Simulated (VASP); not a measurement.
**BC5: single point with PBE**

BC5:

```xyz
6
Lattice="-1.2526 3.8626 1.8671 1.2526 -3.8626 1.8671 1.2526 3.8626 -1.8671" Properties=species:S:1:pos:R:3 pbc="T T T"
C     0.0122    0.0127    3.1010
C    -0.0185    1.3305    0.1350
C    -0.0558    6.3940    0.1734
C     1.2122    1.2847    1.0607
C     1.2713   -1.3369    1.0255
B    -0.0404    3.8448    0.1253
```

```json
{
  "Program": "VASP 6.6.1",
  "Task": "single point",
  "Functional": "PBE",
  "Potentials or basis": "VASP PAW PBE potentials, release 64 (C, B)",
  "Cutoff": "520 eV",
  "k mesh": "9 × 14 × 12",
  "Occupations": "gaussian, width 0.05 eV",
  "Spin": "no spin polarisation"
}
```

The pressure is 1.5 GPa and the largest force is 2.865 eV/Å. The band gap on the k mesh is zero (an odd number of electrons rules out a gap without spin polarisation).

Forces on the atoms (eV/Å):
```
C   -0.431 -0.972 -0.646
C   -0.279 -1.394  1.022
C    2.124  0.954 -1.174
C    0.630  1.521 -0.251
C   -2.192 -0.229  1.831
B    0.148  0.121 -0.781
```

Stress tensor (GPa, compression positive):
```
 3.12 -0.97 -1.65
-0.97 -1.39 -0.34
-1.65 -0.34  2.69
```

Levels at points of the mesh, in eV from the Fermi level:
```
           k point  band 10  band 11  band 12  band 13  band 14  band 15
(0.00, 0.00, 0.00)     0.96     1.40     2.67     6.40     6.78     7.22
(0.00, 0.50, 0.00)    -3.61    -1.69    -0.73     8.38     9.17     9.45
(0.00, 0.00, 0.50)    -4.31    -3.42    -2.12     5.10     6.31     8.44
(0.00, 0.50, 0.50)    -1.56    -1.18     1.13     6.85     7.80     9.27
```

Wall time 8.7 min on 1 thread of Intel(R) Xeon(R) 6975P-C (Granite Rapids) (shared host), peak memory 0.52 GiB.

Caveat: forces of over 1 eV/Å act on the atoms, so gaps and moduli don't describe the material at rest.
